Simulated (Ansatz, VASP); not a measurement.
Hg in VASP and in Ansatz

Contents of INCAR:

```
SYSTEM = Hg
PREC = Accurate ; ENCUT = 520
EDIFF = 1E-7 ; ISMEAR = 0
SIGMA = 0.1 ; LREAL = .FALSE.
LASPH = .TRUE. ; NELM = 80
ALGO = Normal ; ISIF = 2
LWAVE = .FALSE. ; LCHARG = .TRUE.
GGA = PE ; LELF = .TRUE.
LVHAR = .TRUE. ; NBANDS = 12
```

The input KPOINTS:

```
regular mesh
0
G
  8 8 8
  0 0 0
```

File POSCAR:

```
Hg
1.0
    0.0000000000      2.3919113801      2.3919113801
    2.3919113801      0.0000000000      2.3919113801
    2.3919113801      2.3919113801      0.0000000000
Hg
1
Direct
    0.0000000000      0.0000000000      0.0000000000
```

Input for Ansatz:

```yaml
crystal:
  lattice:
    - [0.0, 2.3919113801, 2.3919113801]
    - [2.3919113801, 0.0, 2.3919113801]
    - [2.3919113801, 2.3919113801, 0.0]
  atoms:
    - { symbol: Hg, position: [0.0, 0.0, 0.0] }
basis:
  ecutwfc: "48 Ry"
kpoints:
  mp_grid: { grid: [8, 8, 8] }
hamiltonian:
  xc: pbe
scf:
  occupations: { method: gaussian, width: 0.1 }
output:
  forces: true
  stress: true
  eigenvalues: true
```

Alike in both runs: task single point; functional PBE; k mesh 8 × 8 × 8; occupations gaussian, width 0.1 eV; no spin polarisation.

|  | VASP | Ansatz |
| --- | --- | --- |
| version | VASP 6.6.1 | Ansatz 0.2.0 |
| potentials or method | VASP PAW PBE potentials, release 64 (Hg), cutoff 520 eV | scalar-relativistic, plane waves, PAW |
| valence electrons in the cell | 12 | 20 |

```tsv
	VASP	Ansatz	Ansatz less VASP
gap on the k mesh at the Fermi level (eV)	none	none	-
pressure (GPa)	1.9	1.8	-0.13
```

A gap of «none» marks a metal or a gap that the smearing closes. VASP's potentials hold 12 valence electrons a cell and Ansatz's 20, so a difference there can come from the potentials and not from the codes.

Neither program's run includes spin-orbit coupling.
